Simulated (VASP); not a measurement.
Wanted: the native input for a VASP 6.6.1 run.

```
Task                   : single point
Functional             : PBE
Potentials or basis    : VASP PAW PBE potentials, release 64 (Sb, S)
Cutoff                 : 520 eV
k mesh                 : 3 × 3 × 4
Occupations            : gaussian, width 0.2 eV
Spin                   : no spin polarisation
Dipole correction      : no
Further INCAR settings : ALGO = Normal; EDIFF = 1e-07; NBANDS = 28
```

The structure of Sb5S2 lies in POSCAR:

```
Sb5S2
1.0
    5.6370983986     -3.8571574020      0.4494167077
    5.6370983986      3.8571574020      0.4494167077
   -2.1337163415      0.0000000000      4.5825482725
Sb S
5 2
Direct
    0.0000000000      0.0000000000      0.0000000000
    0.8611236304      0.4046537002      0.7590567562
    0.5953462998      0.1388763696      0.2409432438
    0.1388763696      0.5953462998      0.2409432438
    0.4046537002      0.8611236304      0.7590567562
    0.1989643806      0.1989643806      0.5274816525
    0.8010356194      0.8010356194      0.4725183475
```

The input as run:

INCAR

```
ALGO = Normal ; EDIFF = 1E-7
ENCUT = 520 ; GGA = PE
ISIF = 2 ; ISMEAR = 0
LASPH = T ; LCHARG = F
LREAL = F ; LWAVE = F
NBANDS = 28 ; NELM = 60
PREC = Accurate ; SIGMA = 0.2
```

KPOINTS

```
k-points
0
Gamma
  3 3 4
```

Potentials or basis: VASP PAW PBE potentials, release 64 (Sb, S).

The run is started by

```bash
$ cat potpaw_PBE.64/Sb/POTCAR potpaw_PBE.64/S/POTCAR > POTCAR
$ mpirun -np 1 vasp_std > vasp.out
```

Results of the run:

```
Pressure      : -0.1 GPa
Largest force : 0.066 eV/Å
```

Wall time 53 s on 1 thread of AMD EPYC 9R45 96-Core Processor (Zen 5), with other jobs on the host, peak memory 0.32 GiB.
